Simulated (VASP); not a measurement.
Wanted: the native input for a VASP 6.6.1 run.

```
Task                   : single point
Functional             : r2SCAN
Potentials or basis    : VASP PAW PBE potentials, release 64 (C, Ti_sv)
Cutoff                 : 520 eV
k mesh                 : 12 × 12 × 1
Occupations            : gaussian, width 0.1 eV
Spin                   : no spin polarisation
Dipole correction      : yes
Further INCAR settings : ALGO = Normal; EDIFF = 1e-06; NBANDS = 44
```

System: Ti4C5, a slab with vacuum.

```xyz
9
Lattice="3.0604 0.0000 0.0000 -1.5302 2.6503 0.0000 0.0000 0.0000 26.9951" Properties=species:S:1:pos:R:3 pbc="T T T"
C     0.0000    1.7669    8.5000
C     0.0000    0.0000   10.9988
C     1.5302    0.8834   13.4938
C     0.0000    1.7669   15.9840
C     0.0000    0.0000   18.3326
Ti    1.5302    0.8834    9.7494
Ti    0.0000    1.7669   12.2482
Ti    0.0000    0.0000   14.7427
Ti    1.5302    0.8834   17.2489
```

The input as run:

POSCAR

```
Ti4C5
1.0
    3.0603581490      0.0000000000      0.0000000000
   -1.5301790745      2.6503479017      0.0000000000
    0.0000000000      0.0000000000     26.9950878602
C Ti
5 4
Direct
    0.3333333333      0.6666666667      0.3148720998
    0.0000000000      0.0000000000      0.4074360499
    0.6666666667      0.3333333333      0.4998619202
    0.3333333333      0.6666666667      0.5921072092
    0.0000000000      0.0000000000      0.6791098454
    0.6666666667      0.3333333333      0.3611540749
    0.3333333333      0.6666666667      0.4537180250
    0.0000000000      0.0000000000      0.5461264940
    0.6666666667      0.3333333333      0.6389641584
```

INCAR.step1

```
SYSTEM = Ti4C5
PREC     = Accurate       ! precision mode
ENCUT    = 520            ! plane-wave cutoff, eV
ISMEAR   = 0              ! smearing method
SIGMA    = 0.1            ! smearing width, eV
LREAL    = .FALSE.        ! projectors in reciprocal space
LASPH    = .TRUE.         ! aspherical terms in the spheres
NELM     = 100            ! most SCF steps
LDIPOL   = .TRUE.       
IDIPOL   = 3            
DIPOL    = 0.5 0.5 0.499
NBANDS   = 44             ! bands
GGA      = PE             ! functional
ALGO     = Normal         ! electronic algorithm
EDIFF    = 1E-4           ! SCF threshold, eV
LWAVE    = .TRUE.         ! write WAVECAR
LCHARG   = .FALSE.        ! write CHGCAR
```

INCAR.step2

```
SYSTEM = Ti4C5
PREC     = Accurate       ! precision mode
ENCUT    = 520            ! plane-wave cutoff, eV
EDIFF    = 1E-6           ! SCF threshold, eV
ISMEAR   = 0              ! smearing method
SIGMA    = 0.1            ! smearing width, eV
LREAL    = .FALSE.        ! projectors in reciprocal space
LASPH    = .TRUE.         ! aspherical terms in the spheres
NELM     = 100            ! most SCF steps
ALGO     = Normal         ! electronic algorithm
ISIF     = 2              ! what is computed and relaxed
LWAVE    = .FALSE.        ! write WAVECAR
LCHARG   = .TRUE.         ! write CHGCAR
LDIPOL   = .TRUE.       
IDIPOL   = 3            
DIPOL    = 0.5 0.5 0.499
METAGGA  = R2SCAN         ! meta-GGA
LMIXTAU  = .TRUE.       
LELF     = .TRUE.         ! ELF
LVHAR    = .TRUE.       
LVACPOTAV= .TRUE.       
NBANDS   = 44             ! bands
ISTART   = 1
```

KPOINTS

```
Automatic mesh
0
G
  12 12 1
  0 0 0
```

Potentials or basis: VASP PAW PBE potentials, release 64 (C, Ti_sv).

Launch:

```console
$ cat potpaw_PBE.64/C/POTCAR potpaw_PBE.64/Ti_sv/POTCAR > POTCAR
$ cp INCAR.step1 INCAR
$ mpirun -np 1 vasp_std > vasp.out
$ cp INCAR.step2 INCAR
$ mpirun -np 1 vasp_std > vasp.out
```

Results of the run:

* Largest force: 1.080 eV/Å
* Band gap on the k mesh: zero (bands 34 and 35 overlap by 1.47 eV)

Caveat: the PAW data sets were made with another functional, which shifts forces and pressure a little.

Wall time 15 min on 1 thread of Intel(R) Xeon(R) 6975P-C (Granite Rapids), on a shared host, peak memory 0.46 GiB.
